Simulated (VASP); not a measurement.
# Si3S2 (P-3m1) in VASP: further runs

Si3S2 is run at these levels: PBE; tasks: single point.

Program: VASP 6.6.1. These are calculated values, not measurements. Logs are shortened: lines on timing, memory, paths and dates and some standing lists are left out, and cuts for length are marked.

## Step 1: The cell of the first run

Symmetry: P-3m1, No. 164, trigonal system. Conventional cell: a = 3.978 Å, b = 3.978 Å, c = 6.189 Å, α = 90.00°, β = 90.00°, γ = 120.00°. Si (site symmetry -3m) has 6 S at 2.75 Å and 6 Si at 3.18 Å within 3.6 Å. Si (site symmetry 3m) has 4 S at 2.40 to 2.48 Å and 6 Si at 2.92 to 3.18 Å within 3.2 Å. Within 3.2 Å of S (site symmetry 3m) lie 7 Si at 2.40 to 2.75 Å.

## Step 2: Single point, PBE

INCAR reads:

```
SYSTEM = Si3S2
  ALGO = Normal
  EDIFF = 1E-7
  ENCUT = 520
  GGA = PE
  ISIF = 2
  ISMEAR = 0
  LASPH = .True.
  LCHARG = .True.
  LELF = .True.
  LREAL = .False.
  LVHAR = .True.
  LWAVE = .False.
  NBANDS = 20
  NELM = 60
  PREC = Accurate
  SIGMA = 0.1
```

KPOINTS reads:

```
k-points
0
Gamma
  6 6 4
  0 0 0
```

POSCAR reads:

```
Si3S2
1.0
    3.9782418182      0.0000000000      0.0000000000
   -1.9891209091      3.4452584770      0.0000000000
    0.0000000000      0.0000000000      6.1894980573
Si S
3 2
Direct
    0.0000000000      0.0000000000      0.0000000000
    0.3333333333      0.6666666667      0.6450000000
    0.6666666667      0.3333333333      0.3550000000
    0.3333333333      0.6666666667      0.2450000000
    0.6666666667      0.3333333333      0.7550000000
```

Potentials or basis: VASP PAW PBE potentials, release 64 (Si, S).

The run is started by

```bash
$ cat potpaw_PBE.64/Si/POTCAR potpaw_PBE.64/S/POTCAR > POTCAR
$ mpirun -np 1 vasp_std > vasp.out
```

OUTCAR:

```text
SYSTEM = Si3S2
   EDIFF = 1E-7
   ENCUT = 520
   GGA = PE
   ISIF = 2
   ISMEAR = 0
   LASPH = .True.
   LREAL = .False.
   NELM = 60
   PREC = Accurate

 ion  position               nearest neighbor table
   1  0.000  0.000  0.000-   4 2.75   5 2.75   5 2.75   4 2.75   5 2.75   4 2.75
   2  0.333  0.667  0.645-   5 2.40   5 2.40   5 2.40   4 2.48   3 2.92   3 2.92   3 2.92
   3  0.667  0.333  0.355-   4 2.40   4 2.40   4 2.40   5 2.48   2 2.92   2 2.92   2 2.92
   4  0.333  0.667  0.245-   3 2.40   3 2.40   3 2.40   2 2.48   1 2.75   1 2.75   1 2.75
   5  0.667  0.333  0.755-   2 2.40   2 2.40   2 2.40   3 2.48   1 2.75   1 2.75   1 2.75

  LATTYP: Found a hexagonal cell.
 ALAT       =     3.9782418182
 C/A-ratio  =     1.5558375635

  Lattice vectors:

 A1 = (   3.9782418182,   0.0000000000,   0.0000000000)
 A2 = (  -1.9891209091,   3.4452584770,   0.0000000000)
 A3 = (   0.0000000000,   0.0000000000,   6.1894980573)

Analysis of symmetry for initial positions (statically):
=====================================================================
 Subroutine PRICEL returns:
 Original cell was already a primitive cell.

 Routine SETGRP: Setting up the symmetry group for a
 hexagonal supercell.

 Subroutine GETGRP returns: Found 12 space group operations
 (whereof 12 operations were pure point group operations)
 out of a pool of 24 trial point group operations.

The static configuration has the point symmetry D_3d.

Analysis of symmetry for dynamics (positions and initial velocities):
=====================================================================
 Subroutine PRICEL returns:
 Original cell was already a primitive cell.

 Routine SETGRP: Setting up the symmetry group for a
 hexagonal supercell.

 Subroutine GETGRP returns: Found 12 space group operations
 (whereof 12 operations were pure point group operations)
 out of a pool of 24 trial point group operations.

The dynamic configuration has the point symmetry D_3d.

 Subroutine INISYM returns: Found 12 space group operations
 (whereof 12 operations are pure point group operations),
 and found     1 'primitive' translations

----------------------------------------------------------------------------------------

                                     Primitive cell

  volume of cell :      84.8337

  direct lattice vectors                    reciprocal lattice vectors
     3.978241818  0.000000000  0.000000000     0.251367324  0.145126992  0.000000000
    -1.989120909  3.445258477  0.000000000     0.000000000  0.290253984  0.000000000
     0.000000000  0.000000000  6.189498057     0.000000000  0.000000000  0.161563990

  length of vectors
     3.978241818  3.978241818  6.189498057     0.290253984  0.290253984  0.161563990

  position of ions in fractional coordinates (direct lattice)
     0.000000000  0.000000000  0.000000000
     0.333333333  0.666666667  0.645000000
     0.666666667  0.333333333  0.355000000
     0.333333333  0.666666667  0.245000000
     0.666666667  0.333333333  0.755000000

  ion indices of the primitive-cell ions
   primitive index   ion index
                 1           1
                 2           2
                 3           3
                 4           4
                 5           5

----------------------------------------------------------------------------------------

 KPOINTS: k-points

Automatic generation of k-mesh.
 Grid dimensions read from file:
 generate k-points for:    6    6    4

 Generating k-lattice:

  Cartesian coordinates                     Fractional coordinates (reciprocal lattice)
     0.041894554  0.024187832  0.000000000     0.166666667  0.000000000  0.000000000
     0.000000000  0.048375664  0.000000000     0.000000000  0.166666667  0.000000000
     0.000000000  0.000000000  0.040390997     0.000000000  0.000000000  0.250000000

  Length of vectors
     0.048375664  0.048375664  0.040390997

  Shift w.r.t. Gamma in fractional coordinates (k-lattice)
     0.000000000  0.000000000  0.000000000

 Subroutine IBZKPT returns following result:
 ===========================================

 Found     24 irreducible k-points:

 Following reciprocal coordinates:
            Coordinates               Weight
  0.000000  0.000000  0.000000      1.000000
  0.166667 -0.000000  0.000000      6.000000
  0.333333  0.000000  0.000000      6.000000
  0.500000  0.000000  0.000000      3.000000
  0.166667  0.166667  0.000000      6.000000
  0.333333  0.166667  0.000000     12.000000
[... 16 lines left out ...]
  0.333333  0.166667  0.500000     12.000000
  0.333333  0.333333  0.500000      2.000000
   k-points           NKPTS =     24   k-points in BZ     NKDIM =     24   number of bands    NBANDS=     20
   number of dos      NEDOS =    301   number of ions     NIONS =      5
   total plane-waves  NPLWV =  43200
   dimension x,y,z NGX =    30 NGY =   30 NGZ =   48
   dimension x,y,z NGXF=    60 NGYF=   60 NGZF=   96
   ions per type =               3   2
   NGX,Y,Z   is equivalent  to a cutoff of  12.54, 12.54, 12.89 a.u.
   NGXF,Y,Z  is equivalent  to a cutoff of  25.07, 25.07, 25.78 a.u.
 SYSTEM =  Si3S2
   PREC   = accura    normal or accurate (medium, high low for compatibility)
   ISTART =      0    job   : 0-new  1-cont  2-samecut
   ICHARG =      2    charge: 1-file 2-atom 10-const
   ISPIN  =      1    spin polarized calculation?
   LNONCOLLINEAR =      F non collinear calculations
   LSORBIT =      F    spin-orbit coupling
   LASPH  =      T    aspherical Exc in radial PAW
   ENCUT  =  520.0 eV  38.22 Ry    6.18 a.u.   7.40  7.40 11.51*2*pi/ulx,y,z
   NELM   =     60;   NELMIN=  2; NELMDL= -5     # of ELM steps
   EDIFF  = 0.1E-06   stopping-criterion for ELM
   LREAL  =      F    real-space projection
   EDIFFG = 0.1E-05   stopping-criterion for IOM
   NSW    =      0    number of steps for IOM
   IBRION =     -1    ionic relax: 0-MD 1-quasi-New 2-CG
   NFREE  =      0    steps in history (QN), initial steepest desc. (CG)
   ISIF   =      2    stress and relaxation
   ISYM   =      2    0-nonsym 1-usesym 2-fastsym
   POTIM  = 0.5000    time-step for ionic-motion
   TEBEG  =    0.0;   TEEND  =   0.0 temperature during run
   PSTRESS=    0.0 pullay stress
   NELECT =      24.0000    total number of electrons
   NUPDOWN=      -1.0000    fix difference up-down
   EMIN   =  10.00;   EMAX   =-10.00  energy-range for DOS
   EFERMI =   0.00;   METHOD = LEGACY
   ISMEAR =     0;   SIGMA  =   0.10  broadening in eV -4-tet -1-fermi 0-gaus
   EFERMI_NEDOS =   21; number of points for ismear=-14 and -15
   IALGO  =     38    algorithm
   IMIX   =      4    mixing-type and parameters
     AMIX     =   0.40;   BMIX     =  1.00
     AMIX_MAG =   1.60;   BMIX_MAG =  1.00
  volume/ion in A,a.u.               =      16.97       114.50
  Fermi-wavevector in a.u.,A,eV,Ry     =   1.074705  2.030897 15.714592  1.154990
  Thomas-Fermi vector in A             =   2.210540
   LORBIT       =      0    0 simple, 1 ext, 2 COOP (PROOUT), +10 PAW based schemes
   GGA     = PE    functional components
   LHFCALC =     F    Hartree Fock is set to
   AEXX    =    0.0000 exact exchange contribution
   IVDW    =     0    specifies the selected vdW correction
   LEPSILON=     F    determine dielectric tensor
   LRPA    =     F    only Hartree local field effects (RPA)
 non-spin polarized calculation
 Gauss-broadening in eV      SIGMA  =   0.10
  energy-cutoff  :      520.00
  volume of cell :       84.83
 maximum number of plane-waves:      2309
 NGX is ok and might be reduce to    30
   NGX = 15   NGY = 15   NGZ = 23

 number of electron      23.9999999 magnetization

 Free energy of the ion-electron system (eV)
  ---------------------------------------------------
  ext. energy  EPLUGINS =         0.00000000
  ---------------------------------------------------
  free energy    TOTEN  =       -20.43038042 eV

  energy without entropy =      -20.41558583  energy(sigma->0) =      -20.42298313

 E-fermi :   8.2855     XC(G=0): -10.4706

 val. band max:        8.2768850505   @ k =   0.3333   0.0000   0.0000
 cond. band min:       8.3298238912   @ k =   0.3333   0.0000   0.2500
 fundamental gap:      0.0529388407
 Fermi energy:         8.2854530760

 k-point     1 :       0.0000    0.0000    0.0000
  band No.  band energies     occupation
      1      -8.4003      2.00000
      2      -6.8953      2.00000
      3      -1.7213      2.00000
      4       2.6574      2.00000
      5       2.6574      2.00000
      6       3.1945      2.00000
[... 12 lines left out ...]
     19      11.4007      0.00000
     20      12.1275      0.00000

 k-point     2 :       0.1667   -0.0000    0.0000
  band No.  band energies     occupation
      1      -8.1754      2.00000
      2      -6.7675      2.00000
      3      -1.4500      2.00000
      4       0.6633      2.00000
      5       1.3905      2.00000
      6       2.2389      2.00000
[... 12 lines left out ...]
     19      11.2158      0.00000
     20      12.6729      0.00000

 k-point     3 :       0.3333    0.0000    0.0000
  band No.  band energies     occupation
      1      -7.5864      2.00000
      2      -6.5441      2.00000
      3      -1.2422      2.00000
      4      -0.6839      2.00000
      5      -0.0486      2.00000
      6       1.6680      2.00000
[... 12 lines left out ...]
     19      12.6177      0.00000
     20      13.4011      0.00000

 k-point     4 :       0.5000    0.0000    0.0000
  band No.  band energies     occupation
      1      -7.1010      2.00000
      2      -6.5576      2.00000
      3      -1.8650      2.00000
      4      -1.0448      2.00000
      5       0.8503      2.00000
      6       0.9333      2.00000
[... 429 lines left out ...]
 k-point    23 :       0.3333    0.1667    0.5000
  band No.  band energies     occupation
      1      -6.9475      2.00000
      2      -6.7008      2.00000
      3      -1.8079      2.00000
      4      -1.5000      2.00000
      5       0.4296      2.00000
      6       1.0397      2.00000
[... 12 lines left out ...]
     19      13.0110      0.00000
     20      14.0635      0.00000

 k-point    24 :       0.3333    0.3333    0.5000
  band No.  band energies     occupation
      1      -6.6710      2.00000
      2      -6.6710      2.00000
      3      -1.6097      2.00000
      4      -1.6097      2.00000
      5      -0.6426      2.00000
      6       0.3610      2.00000
[... 12 lines left out ...]
     19      13.3898      0.00000
     20      13.3898      0.00000

------------------------ aborting loop because EDIFF is reached ----------------------------------------

  FORCE on cell =-STRESS in cart. coord.  units (eV):
  Direction    XX          YY          ZZ          XY          YZ          ZX
  --------------------------------------------------------------------------------------
  -------------------------------------------------------------------------------------
  Total        4.7244627      4.7244627      2.0915597      0.0000000      0.0000000      0.0000000
  in kB       89.2266494     89.2266494     39.5013944      0.0000000      0.0000000      0.0000000
  external PRESSURE =      72.6515644 kB  Pullay stress =       0.0000000 kB

 VOLUME and BASIS-vectors are now :
 -----------------------------------------------------------------------------
  energy-cutoff  :      520.00
  volume of cell :       84.83
      direct lattice vectors                 reciprocal lattice vectors
     3.978241818  0.000000000  0.000000000     0.251367324  0.145126992  0.000000000
    -1.989120909  3.445258477  0.000000000     0.000000000  0.290253984  0.000000000
     0.000000000  0.000000000  6.189498057     0.000000000  0.000000000  0.161563990

 POSITION                                       TOTAL-FORCE (eV/Angst)
 -----------------------------------------------------------------------------------
      0.00000      0.00000      0.00000         0.000000      0.000000      0.000000
     -0.00000      2.29684      3.99223         0.000000      0.000000      0.479708
      1.98912      1.14842      2.19727         0.000000     -0.000000     -0.479708
     -0.00000      2.29684      1.51643        -0.000000      0.000000     -0.642863
      1.98912      1.14842      4.67307         0.000000      0.000000      0.642863
 -----------------------------------------------------------------------------------
    total drift:                                0.000000      0.000000     -0.000000

  FREE ENERGIE OF THE ION-ELECTRON SYSTEM (eV)
  ---------------------------------------------------
  free  energy   TOTEN  =       -20.4303804179 eV

  energy  without entropy=      -20.4155858322  energy(sigma->0) =      -20.42298313
```

Wall time 35 s (1 thread of Intel Xeon Platinum 8259CL at 2.50GHz (Skylake/Cascade Lake), shared host); peak memory 0.2 GiB.

Results:

| Item | Value |
| --- | --- |
| Free energy | -20.4304 eV |
| Pressure | 7.3 GPa |
| Largest force | 0.643 eV/Å |
| Band gap on the k mesh | zero (bands 12 and 13 overlap by 2.23 eV) |

Forces in eV/Å, atoms in the order of the input:
```
Si   0.000  0.000  0.000
Si   0.000  0.000  0.480
Si   0.000  0.000 -0.480
S    0.000  0.000 -0.643
S    0.000  0.000  0.643
```

Stress tensor (GPa, compression positive):
```
8.92 0.00 0.00
0.00 8.92 0.00
0.00 0.00 3.95
```

Levels at points of the mesh, in eV from the Fermi level:
```csv
k point,band 9,band 10,band 11,band 12,band 13,band 14,band 15,band 16
"(0.00, 0.00, 0.00)",-4.68,-3.86,-0.74,-0.74,-0.40,0.72,0.72,1.51
"(0.50, 0.00, 0.00)",-4.26,-2.35,-1.55,-0.33,1.01,1.91,2.16,3.95
"(0.00, 0.00, 0.50)",-4.10,-3.05,-1.91,-0.99,-0.99,0.38,0.38,1.63
"(0.50, 0.00, 0.50)",-5.09,-2.94,-2.05,-0.40,1.40,1.65,1.96,2.57
```

Caveat: the cell stands under pressure.

## Step 3: Single point, PBE

This run uses another cell than the first one, of 17.18 Å³/atom.

INCAR reads:

```
SYSTEM = Si3S2
ALGO = Normal
EDIFF = 1E-6
ENCUT = 520
GGA = PE
ISIF = 2
ISMEAR = 0
LASPH = .True.
LCHARG = .False.
LREAL = .False.
LWAVE = .False.
NBANDS = 20
NELM = 60
PREC = Accurate
SIGMA = 0.1
```

KPOINTS is that of step 2.

POSCAR reads:

```
Si3S2
1.0
    4.2294851707      0.0000000000      0.0000000000
   -2.1147425853      3.6628416027      0.0000000000
    0.0000000000      0.0000000000      5.5459083727
Si S
3 2
Direct
    0.0000000000      0.0000000000      0.0000000000
    0.3333333333      0.6666666667      0.7740772963
    0.6666666667      0.3333333333      0.2259227037
    0.3333333333      0.6666666667      0.3554851275
    0.6666666667      0.3333333333      0.6445148725
```

Potentials or basis: VASP PAW PBE potentials, release 64 (Si, S).

The run is started by

```bash
$ cat potpaw_PBE.64/Si/POTCAR potpaw_PBE.64/S/POTCAR > POTCAR
$ mpirun -np 1 vasp_std > vasp.out
```

Wall time 27 s (1 thread of Intel Xeon Platinum 8259CL at 2.50GHz (Skylake/Cascade Lake), shared host); peak memory 0.2 GiB.

The run converged. Its results:

```yaml
Free_energy: -22.4478 eV
Pressure: 0.0 GPa
Largest_force: 0.019 eV/Å
Band_gap_on_the_k_mesh: zero (bands 12 and 13 overlap by 2.08 eV)
```

Forces on the atoms (eV/Å):
```
Si   0.000  0.000  0.000
Si   0.000  0.000 -0.017
Si   0.000  0.000  0.017
S    0.000  0.000  0.019
S    0.000  0.000 -0.019
```

Stress tensor (GPa, compression positive):
```
 0.02  0.00  0.00
 0.00  0.02  0.00
 0.00  0.00 -0.18
```

Levels at points of the mesh, in eV from the Fermi level:
```csv
k point,band 10,band 11,band 12,band 13,band 14,band 15
"(0.00, 0.00, 0.00)",-1.49,-1.49,-1.23,-0.85,1.16,1.16
"(0.50, 0.00, 0.00)",-2.41,-1.95,-1.01,0.76,2.87,3.78
"(0.00, 0.00, 0.50)",-3.21,-1.45,-1.45,-0.42,-0.42,0.33
"(0.50, 0.00, 0.50)",-2.75,-1.01,0.22,0.61,1.02,3.05
```

## Step 4: Single point, PBE

This run uses another cell than the first one, of 17.19 Å³/atom.

INCAR reads:

```
SYSTEM = Si3S2
PREC = Accurate
ENCUT = 520
EDIFF = 1E-6
ISMEAR = 0
SIGMA = 0.1
LREAL = .FALSE.
LASPH = .TRUE.
NELM = 100
ALGO = Normal
ISIF = 2
LWAVE = .FALSE.
LCHARG = .FALSE.
GGA = PE
NBANDS = 20
```

KPOINTS reads:

```
regular mesh
0
G
  6 6 4
  0 0 0
```

POSCAR reads:

```
Si3S2
1.0
    4.2498180597      0.0000000000      0.0000000000
   -2.1249090298      3.6804504012      0.0000000000
    0.0000000000      0.0000000000      5.4942882468
Si S
3 2
Direct
    0.0000000000      0.0000000000      0.0000000000
    0.3333333333      0.6666666667      0.7734223432
    0.6666666667      0.3333333333      0.2265776568
    0.3333333333      0.6666666667      0.3549318094
    0.6666666667      0.3333333333      0.6450681906
```

The run is started by

```bash
$ cat potpaw_PBE.64/Si/POTCAR potpaw_PBE.64/S/POTCAR > POTCAR
$ mpirun -np 1 vasp_std > vasp.out
```

It took 27 s on 1 thread of Intel Xeon Platinum 8259CL at 2.50GHz (Skylake/Cascade Lake), shared host; peak memory 0.2 GiB.

Results (log left out):

- Free energy: -22.4466 eV
- Pressure: 0.2 GPa
- Largest force: 0.018 eV/Å
- Band gap on the k mesh: zero (bands 12 and 13 overlap by 2.08 eV)

Forces in eV/Å, atoms in the order of the input:
```
Si   0.000  0.000  0.000
Si   0.000  0.000  0.006
Si   0.000  0.000 -0.006
S    0.000  0.000 -0.018
S    0.000  0.000  0.018
```

Stress tensor (GPa, compression positive):
```
-0.04  0.00  0.00
 0.00 -0.04  0.00
 0.00  0.00  0.68
```

Levels at points of the mesh, in eV from the Fermi level:
```tsv
k point	band 10	band 11	band 12	band 13	band 14	band 15
(0.00, 0.00, 0.00)	-1.50	-1.50	-1.32	-0.93	1.17	1.17
(0.50, 0.00, 0.00)	-2.45	-1.95	-1.00	0.72	2.77	3.83
(0.00, 0.00, 0.50)	-3.22	-1.50	-1.50	-0.47	-0.47	0.27
(0.50, 0.00, 0.50)	-2.67	-0.98	0.31	0.62	1.01	3.04
```

## Step 5: The runs side by side

```tsv
cell	gap on the mesh (eV)	pressure (GPa)	largest force (eV/Å)
a = 3.978, b = 3.978, c = 6.189 Å, angles 90.0, 90.0, 120.0°, 5 atoms, atomic positions A	none	7.3	0.64
a = 4.229, b = 4.229, c = 5.546 Å, angles 90.0, 90.0, 120.0°, 5 atoms, atomic positions B	none	0.0	0.02
a = 4.250, b = 4.250, c = 5.494 Å, angles 90.0, 90.0, 120.0°, 5 atoms, atomic positions C	none	0.2	0.02
```

Alike in all rows: task single point; level PBE; potentials or basis VASP PAW PBE potentials, release 64 (Si, S); no spin polarisation; k mesh 6 × 6 × 4; cutoff (eV) 520; smearing gaussian 0.1 eV.

Caveats: the cell stands under pressure (at least some runs).

Total energies depend on the potentials used, so only differences within one code and one set of settings carry meaning.

The gap in the log of VASP goes by the Fermi energy; the results here count the filled bands.